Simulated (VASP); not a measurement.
# Li3TaH8 (P6/mmm) in VASP: further runs

Li3TaH8 is run at these levels: PBE; tasks: single point, relaxation of cell and atoms.

All numbers are computed with VASP 6.6.1; they aren't measurements. Logs are shortened: lines on timing, memory, paths and dates and some standing lists are left out, and cuts for length are marked.

**1. The cell of the first run**

The structure is hexagonal, space group P6/mmm (No. 191). Conventional cell: a = 6.207 Å, b = 6.207 Å, c = 2.734 Å, α = 90.00°, β = 90.00°, γ = 120.00°. Within 3.2 Å of Li (site symmetry mmm) lie 12 H at 2.25 to 2.40 Å and 6 Li at 2.73 to 3.10 Å and 2 Ta at 3.10 Å. Within 2.8 Å of Ta (site symmetry 6/mmm) lie 12 H at 2.01 Å and 2 Ta at 2.73 Å. H (site symmetry mm2) has 3 H at 1.47 to 2.11 Å and 2 Ta at 2.01 Å within 2.2 Å. H (site symmetry -6m2) has 5 H at 2.11 to 2.73 Å and 6 Li at 2.25 Å within 2.8 Å.

**2. Single point, PBE**

File INCAR:

```
SYSTEM = Li3TaH8
PREC     = Accurate       ! precision mode
ENCUT    = 520            ! plane-wave cutoff, eV
EDIFF    = 1E-6           ! SCF threshold, eV
ISMEAR   = 0              ! smearing method
SIGMA    = 0.01           ! smearing width, eV
LREAL    = .FALSE.        ! projectors in reciprocal space
LASPH    = .TRUE.         ! aspherical terms in the spheres
NELM     = 100            ! most SCF steps
ALGO     = Normal         ! electronic algorithm
ISIF     = 2              ! what is computed and relaxed
LWAVE    = .FALSE.        ! write WAVECAR
LCHARG   = .TRUE.         ! write CHGCAR
GGA      = PE             ! functional
LELF     = .TRUE.         ! ELF
LVHAR    = .TRUE.       
NBANDS   = 26             ! bands
```

File KPOINTS:

```
Automatic mesh
0
G
  9 9 14
  0 0 0
```

File POSCAR:

```
Li3TaH8
1.0
    6.2065665125      0.0000000000      0.0000000000
   -3.1032832563      5.3750442701      0.0000000000
    0.0000000000      0.0000000000      2.7336657112
Li Ta H
3 1 8
Direct
    0.5000000000      0.5000000000      0.0000000000
    0.5000000000      0.0000000000      0.0000000000
    0.0000000000      0.5000000000      0.0000000000
    0.0000000000      0.0000000000      0.0000000000
    0.7266785071      0.8633392535      0.5000000000
    0.6666666667      0.3333333333      0.5000000000
    0.1366607465      0.8633392535      0.5000000000
    0.1366607465      0.2733214929      0.5000000000
    0.8633392535      0.7266785071      0.5000000000
    0.8633392535      0.1366607465      0.5000000000
    0.3333333333      0.6666666667      0.5000000000
    0.2733214929      0.1366607465      0.5000000000
```

Potentials or basis: VASP PAW PBE potentials, release 64 (Li_sv, Ta_pv, H).

Run with:

```bash
$ cat potpaw_PBE.64/Li_sv/POTCAR potpaw_PBE.64/Ta_pv/POTCAR potpaw_PBE.64/H/POTCAR > POTCAR
$ mpirun -np 1 vasp_std > vasp.out
```

OUTCAR:

```text
SYSTEM = Li3TaH8
   PREC = Accurate
   ENCUT = 520
   EDIFF = 1E-6
   ISMEAR = 0
   LREAL = .FALSE.
   LASPH = .TRUE.
   NELM = 100
   ISIF = 2
   GGA = PE

 ion  position               nearest neighbor table
   1  0.500  0.500  0.000-   4 3.10   4 3.10
   2  0.500  0.000  0.000-   4 3.10   4 3.10
   3  0.000  0.500  0.000-   4 3.10   4 3.10
   4  0.000  0.000  0.000-   5 2.01  12 2.01   5 2.01  12 2.01   9 2.01   8 2.01   9 2.01   8 2.01
                             7 2.01  10 2.01  10 2.01   7 2.01   1 3.10   1 3.10   2 3.10   2 3.10
   5  0.727  0.863  0.500-   4 2.01   4 2.01
   6  0.667  0.333  0.500-
   7  0.137  0.863  0.500-   4 2.01   4 2.01
   8  0.137  0.273  0.500-   4 2.01   4 2.01
   9  0.863  0.727  0.500-   4 2.01   4 2.01
  10  0.863  0.137  0.500-   4 2.01   4 2.01
  11  0.333  0.667  0.500-
  12  0.273  0.137  0.500-   4 2.01   4 2.01

  LATTYP: Found a hexagonal cell.
 ALAT       =     6.2065665125
 C/A-ratio  =     0.4404473400

  Lattice vectors:

 A1 = (   6.2065665125,   0.0000000000,   0.0000000000)
 A2 = (  -3.1032832563,   5.3750442701,   0.0000000000)
 A3 = (   0.0000000000,   0.0000000000,   2.7336657112)

Analysis of symmetry for initial positions (statically):
=====================================================================
 Subroutine PRICEL returns:
 Original cell was already a primitive cell.

 Routine SETGRP: Setting up the symmetry group for a
 hexagonal supercell.

 Subroutine GETGRP returns: Found 24 space group operations
 (whereof 24 operations were pure point group operations)
 out of a pool of 24 trial point group operations.

The static configuration has the point symmetry D_6h.

Analysis of symmetry for dynamics (positions and initial velocities):
=====================================================================
 Subroutine PRICEL returns:
 Original cell was already a primitive cell.

 Routine SETGRP: Setting up the symmetry group for a
 hexagonal supercell.

 Subroutine GETGRP returns: Found 24 space group operations
 (whereof 24 operations were pure point group operations)
 out of a pool of 24 trial point group operations.

The dynamic configuration has the point symmetry D_6h.

 Subroutine INISYM returns: Found 24 space group operations
 (whereof 24 operations are pure point group operations),
 and found     1 'primitive' translations

----------------------------------------------------------------------------------------

                                     Primitive cell

  volume of cell :      91.1966

  direct lattice vectors                    reciprocal lattice vectors
     6.206566513  0.000000000  0.000000000     0.161119678  0.093022490  0.000000000
    -3.103283256  5.375044270  0.000000000     0.000000000  0.186044979  0.000000000
     0.000000000  0.000000000  2.733665711     0.000000000  0.000000000  0.365809176

  length of vectors
     6.206566513  6.206566513  2.733665711     0.186044979  0.186044979  0.365809176

  position of ions in fractional coordinates (direct lattice)
     0.500000000  0.500000000  0.000000000
     0.500000000  0.000000000  0.000000000
     0.000000000  0.500000000  0.000000000
     0.000000000  0.000000000  0.000000000
     0.726678507  0.863339254  0.500000000
     0.666666667  0.333333333  0.500000000
     0.136660746  0.863339254  0.500000000
     0.136660746  0.273321493  0.500000000
     0.863339254  0.726678507  0.500000000
     0.863339254  0.136660746  0.500000000
     0.333333333  0.666666667  0.500000000
     0.273321493  0.136660746  0.500000000

  ion indices of the primitive-cell ions
   primitive index   ion index
                 1           1
                 2           2
                 3           3
                 4           4
                 5           5
                 6           6
                 7           7
                 8           8
                 9           9
                10          10
                11          11
                12          12

[... 53 lines left out ...]
  ---------------------------------------------------
  free energy    TOTEN  =       -43.02803296 eV

  energy without entropy =      -43.02796625  energy(sigma->0) =      -43.02799960

 E-fermi :   2.8147     XC(G=0):  -9.3349

 val. band max:        2.8071057309   @ k =   0.2222   0.1111   0.5000
 cond. band min:       2.8223666346   @ k =   0.3333   0.2222   0.5000
 fundamental gap:      0.0152609037
 Fermi energy:         2.8147361827

 k-point     1 :       0.0000    0.0000    0.0000
  band No.  band energies     occupation
      1     -44.1811      2.00000
      2     -44.1729      2.00000
      3     -44.1729      2.00000
      4     -32.0483      2.00000
      5     -32.0483      2.00000
      6     -31.3315      2.00000
[... 18 lines left out ...]
     25      11.4688      0.00000
     26      12.5337      0.00000

 k-point     2 :       0.1111    0.0000    0.0000
  band No.  band energies     occupation
      1     -44.1808      2.00000
      2     -44.1731      2.00000
      3     -44.1729      2.00000
      4     -32.0483      2.00000
      5     -32.0483      2.00000
      6     -31.3315      2.00000
[... 18 lines left out ...]
     25      11.2178      0.00000
     26      12.4050      0.00000

 k-point     3 :       0.2222    0.0000    0.0000
  band No.  band energies     occupation
      1     -44.1802      2.00000
      2     -44.1737      2.00000
      3     -44.1729      2.00000
      4     -32.0483      2.00000
      5     -32.0482      2.00000
      6     -31.3315      2.00000
[... 572 lines left out ...]
 k-point    23 :       0.3333    0.2222    0.0714
  band No.  band energies     occupation
      1     -44.1769      2.00000
      2     -44.1750      2.00000
      3     -44.1718      2.00000
      4     -32.0390      2.00000
      5     -32.0390      2.00000
      6     -31.4029      2.00000
[... 18 lines left out ...]
     25      12.0310      0.00000
     26      12.2377      0.00000

 k-point    24 :       0.3333    0.3333    0.0714
  band No.  band energies     occupation
      1     -44.1760      2.00000
      2     -44.1760      2.00000
      3     -44.1718      2.00000
      4     -32.0390      2.00000
      5     -32.0390      2.00000
      6     -31.4029      2.00000
[... 18 lines left out ...]
     25      11.8259      0.00000
     26      12.3609      0.00000

 [... further k-points ...]
[... 5 lines left out ...]
  --------------------------------------------------------------------------------------
  -------------------------------------------------------------------------------------
  Total       -0.0427943     -0.0427943     -0.0116458      0.0000000      0.0000000      0.0000000
  in kB       -0.7518272     -0.7518272     -0.2045981      0.0000000      0.0000000      0.0000000
  external PRESSURE =      -0.5694175 kB  Pullay stress =       0.0000000 kB

 VOLUME and BASIS-vectors are now :
 -----------------------------------------------------------------------------
  energy-cutoff  :      520.00
  volume of cell :       91.20
      direct lattice vectors                 reciprocal lattice vectors
     6.206566513  0.000000000  0.000000000     0.161119678  0.093022490  0.000000000
    -3.103283256  5.375044270  0.000000000     0.000000000  0.186044979  0.000000000
     0.000000000  0.000000000  2.733665711     0.000000000  0.000000000  0.365809176

 POSITION                                       TOTAL-FORCE (eV/Angst)
 -----------------------------------------------------------------------------------
      1.55164      2.68752      0.00000         0.000000      0.000000     -0.000000
      3.10328      0.00000      0.00000         0.000000      0.000000     -0.000000
     -1.55164      2.68752      0.00000         0.000000      0.000000     -0.000000
      0.00000      0.00000      0.00000         0.000000      0.000000     -0.000000
      1.83099      4.64049      1.36683        -0.014048     -0.008111     -0.000000
      3.10328      1.79168      1.36683         0.000000      0.000000     -0.000000
     -1.83099      4.64049      1.36683         0.014048     -0.008111     -0.000000
      0.00000      1.46912      1.36683        -0.000000      0.016221      0.000000
      3.10328      3.90593      1.36683         0.000000     -0.016221     -0.000000
      4.93428      0.73456      1.36683        -0.014048      0.008111      0.000000
     -0.00000      3.58336      1.36683         0.000000      0.000000     -0.000000
      1.27229      0.73456      1.36683         0.014048      0.008111     -0.000000
 -----------------------------------------------------------------------------------
    total drift:                               -0.000000      0.000000      0.000000

  FREE ENERGIE OF THE ION-ELECTRON SYSTEM (eV)
  ---------------------------------------------------
  free  energy   TOTEN  =       -43.0280329569 eV

  energy  without entropy=      -43.0279662516  energy(sigma->0) =      -43.02799960
```

Run time: 2.6 min. Hardware: 1 thread of Intel Xeon Platinum 8488C (Sapphire Rapids), shared host; peak memory 0.34 GiB.

What came out:

```
Free energy            : -43.0280 eV
Largest force          : 0.016 eV/Å
Band gap on the k mesh : 0.02 eV (least direct gap 0.09 eV)
```

Forces in eV/Å, atoms in the order of the input:
```
Li   0.000  0.000  0.000
Li   0.000  0.000  0.000
Li   0.000  0.000  0.000
Ta   0.000  0.000  0.000
H   -0.014 -0.008  0.000
H    0.000  0.000  0.000
H    0.014 -0.008  0.000
H    0.000  0.016  0.000
H    0.000 -0.016  0.000
H   -0.014  0.008  0.000
H    0.000  0.000  0.000
H    0.014  0.008  0.000
```

Caveat: the cutoff is under 1.25 times the usual one of these potentials, so pressure, stress and relaxed cells hold a basis-set (Pulay) error; spin-orbit coupling is left out, which moves the levels of the heavy elements. A k mesh can miss the band edges.

**3. Relaxation of cell and atoms, PBE**

This run uses another cell than the first one, of 7.50 Å³/atom.

File INCAR:

```
PREC = Accurate ; ENCUT = 600
EDIFF = 1E-6 ; ISMEAR = 0
SIGMA = 0.01 ; LREAL = False
LASPH = True ; NELM = 100
ALGO = Normal ; ISIF = 3
LWAVE = False ; LCHARG = False
GGA = PE ; IBRION = 2
NSW = 100 ; EDIFFG = -0.01
```

File KPOINTS:

```
Automatic mesh
0
Gamma
  9 9 14
```

File POSCAR:

```
Li3TaH8
1.0
    6.1531873052      0.0000000000      0.0000000000
   -3.0765936526      5.3288165205      0.0000000000
    0.0000000000      0.0000000000      2.7460123297
Li Ta H
3 1 8
Direct
    0.5000000000      0.5000000000      0.0000000000
    0.5000000000      0.0000000000      0.0000000000
    0.0000000000      0.5000000000      0.0000000000
    0.0000000000      0.0000000000      0.0000000000
    0.7242491318      0.8621245659      0.5000000000
    0.6666666667      0.3333333333      0.5000000000
    0.1378754341      0.8621245659      0.5000000000
    0.1378754341      0.2757508682      0.5000000000
    0.8621245659      0.7242491318      0.5000000000
    0.8621245659      0.1378754341      0.5000000000
    0.3333333333      0.6666666667      0.5000000000
    0.2757508682      0.1378754341      0.5000000000
```

Potentials or basis: VASP PAW PBE potentials, release 64 (Li_sv, Ta_pv, H).

Run with:

```bash
$ cat potpaw_PBE.64/Li_sv/POTCAR potpaw_PBE.64/Ta_pv/POTCAR potpaw_PBE.64/H/POTCAR > POTCAR
$ mpirun -np 1 vasp_std > vasp.out
```

It took 12 min on 1 thread of Intel Xeon Platinum 8488C (Sapphire Rapids), shared host; peak memory 0.39 GiB.

Results (log left out):

```
Free energy                           : -43.0289 eV
Relaxed volume                        : 7.57 Å³/atom
Relaxed cell                          : a = 6.198 Å, b = 6.198 Å, c = 2.732 Å, α = 90.00°, β = 90.00°, γ = 120.00°
Space group after relaxing (to 0.1 Å) : P6/mmm (No. 191)
Energy gained by relaxing             : 0.5 meV/atom
Ionic steps                           : 7
Pressure after relaxing               : 0.0 GPa
Largest force after relaxing          : 0.007 eV/Å
Band gap on the k mesh                : 0.02 eV (least direct gap 0.09 eV)
```

Forces in eV/Å, atoms in the order of the input:
```
Li   0.000  0.000  0.000
Li   0.000  0.000  0.000
Li   0.000  0.000  0.000
Ta   0.000  0.000  0.000
H    0.006  0.004  0.000
H    0.000  0.000  0.000
H   -0.006  0.004  0.000
H    0.000 -0.007  0.000
H    0.000  0.007  0.000
H    0.006 -0.004  0.000
H    0.000  0.000  0.000
H   -0.006 -0.004  0.000
```

Step by step:
```
step  energy change (eV)  largest force (eV/Å)  pressure (GPa)  volume (Å³)
   1              0.0000                0.0147            0.04        90.04
   2             -0.0037                0.0111            0.23        90.06
   3             -0.0048                0.0077            0.41        90.08
   4             -0.0053                0.0171            0.19        90.37
   5             -0.0056                0.0270           -0.04        90.69
   6             -0.0058                0.0186           -0.02        90.77
   7             -0.0060                0.0072            0.00        90.89
```

Final structure:
```xyz
12
Lattice="6.1979 0.0000 0.0000 -3.0989 5.3675 0.0000 0.0000 0.0000 2.7321" Properties=species:S:1:pos:R:3 pbc="T T T"
Li    1.5495    2.6838    0.0000
Li    3.0989    0.0000    0.0000
Li   -1.5495    2.6838    0.0000
Ta    0.0000    0.0000    0.0000
H     1.8235    4.6311    1.3660
H     3.0989    1.7892    1.3660
H    -1.8235    4.6311    1.3660
H     0.0000    1.4728    1.3660
H     3.0989    3.8947    1.3660
H     4.9224    0.7364    1.3660
H     0.0000    3.5783    1.3660
H     1.2755    0.7364    1.3660
```

Levels at points of the mesh, in eV from the valence-band top:
| k point | band 10 | band 11 | band 12 | band 13 | band 14 | band 15 | band 16 | band 17 | band 18 | band 19 |
| --- | --- | --- | --- | --- | --- | --- | --- | --- | --- | --- |
| (0.00, 0.00, 0.00) | -5.03 | -4.98 | -4.91 | -4.91 | -1.60 | 2.68 | 2.68 | 3.62 | 3.62 | 4.14 |
| (0.00, 0.00, 0.50) | -2.17 | -2.10 | -1.80 | -1.51 | -1.51 | 0.21 | 0.21 | 2.43 | 2.43 | 2.71 |

Caveat: the cutoff is under 1.25 times the usual one of these potentials, so pressure, stress and relaxed cells hold a basis-set (Pulay) error; spin-orbit coupling is left out, which moves the levels of the heavy elements. A k mesh can miss the band edges.

**4. Single point, PBE**

File INCAR:

```
ALGO = Normal
EDIFF = 1E-7
ENCUT = 520
GGA = PE
ISIF = 2
ISMEAR = 0
LASPH = True
LCHARG = True
LELF = True
LREAL = False
LVHAR = True
LWAVE = False
NBANDS = 26
NELM = 100
PREC = Accurate
SIGMA = 0.1
```

File KPOINTS:

```
k-points
0
Gamma
  9 9 14
```

File POSCAR:

```
Li3TaH8
1.0
    6.2086797418      0.0000000000      0.0000000000
   -3.1043398709      5.3768743804      0.0000000000
    0.0000000000      0.0000000000      2.7335253276
Li Ta H
3 1 8
Direct
    0.5000000000      0.5000000000      0.0000000000
    0.5000000000      0.0000000000      0.0000000000
    0.0000000000      0.5000000000      0.0000000000
    0.0000000000      0.0000000000      0.0000000000
    0.7266748922      0.8633374461      0.5000000000
    0.6666666667      0.3333333333      0.5000000000
    0.1366625539      0.8633374461      0.5000000000
    0.1366625539      0.2733251078      0.5000000000
    0.8633374461      0.7266748922      0.5000000000
    0.8633374461      0.1366625539      0.5000000000
    0.3333333333      0.6666666667      0.5000000000
    0.2733251078      0.1366625539      0.5000000000
```

Run with:

```bash
$ cat potpaw_PBE.64/Li_sv/POTCAR potpaw_PBE.64/Ta_pv/POTCAR potpaw_PBE.64/H/POTCAR > POTCAR
$ mpirun -np 1 vasp_std > vasp.out
```

Wall time 2.9 min (1 thread of Intel Xeon Platinum 8488C (Sapphire Rapids), shared host); peak memory 0.34 GiB.

Results (log left out):

* Free energy: -43.0301 eV
* Largest force: 0.013 eV/Å
* Band gap on the k mesh: 0.02 eV (least direct gap 0.09 eV)

Forces in eV/Å, atoms in the order of the input:
```
Li   0.000  0.000  0.000
Li   0.000  0.000  0.000
Li   0.000  0.000  0.000
Ta   0.000  0.000  0.000
H   -0.012 -0.007  0.000
H    0.000  0.000  0.000
H    0.012 -0.007  0.000
H    0.000  0.013  0.000
H    0.000 -0.013  0.000
H   -0.012  0.007  0.000
H    0.000  0.000  0.000
H    0.012  0.007  0.000
```

Levels at points of the mesh, in eV from the valence-band top:
```csv
k point,band 10,band 11,band 12,band 13,band 14,band 15,band 16,band 17,band 18,band 19
"(0.00, 0.00, 0.00)",-5.04,-4.96,-4.90,-4.90,-1.61,2.66,2.66,3.61,3.61,4.13
"(0.00, 0.00, 0.50)",-2.19,-2.08,-1.79,-1.50,-1.50,0.20,0.20,2.43,2.43,2.71
```

Caveat: the cutoff is under 1.25 times the usual one of these potentials, so pressure, stress and relaxed cells hold a basis-set (Pulay) error; spin-orbit coupling is left out, which moves the levels of the heavy elements. A k mesh can miss the band edges.

**5. Summary**

```tsv
task	cell	cutoff (eV)	smearing	gap on the mesh (eV)	largest force (eV/Å)
single point	a = 6.207, b = 6.207, c = 2.734 Å, angles 90.0, 90.0, 120.0°, 12 atoms, atomic positions A	520	gaussian 0.01 eV	0.02	0.02
relaxation of cell and atoms	relaxed from a = 6.153, b = 6.153, c = 2.746 Å, angles 90.0, 90.0, 120.0°, 12 atoms, atomic positions B	600	gaussian 0.01 eV	0.02	0.01
single point	a = 6.209, b = 6.209, c = 2.734 Å, angles 90.0, 90.0, 120.0°, 12 atoms, atomic positions A	520	gaussian 0.1 eV	0.02	0.01
```

Alike in all rows: level PBE; potentials or basis VASP PAW PBE potentials, release 64 (Li_sv, Ta_pv, H); no spin polarisation; k mesh 9 × 9 × 14.

Caveats: the cutoff is under 1.25 times the usual one of these potentials, so pressure, stress and relaxed cells hold a basis-set (Pulay) error; spin-orbit coupling is left out, which moves the levels of the heavy elements.

Total energies depend on the potentials used, so only differences within one code and one set of settings carry meaning.
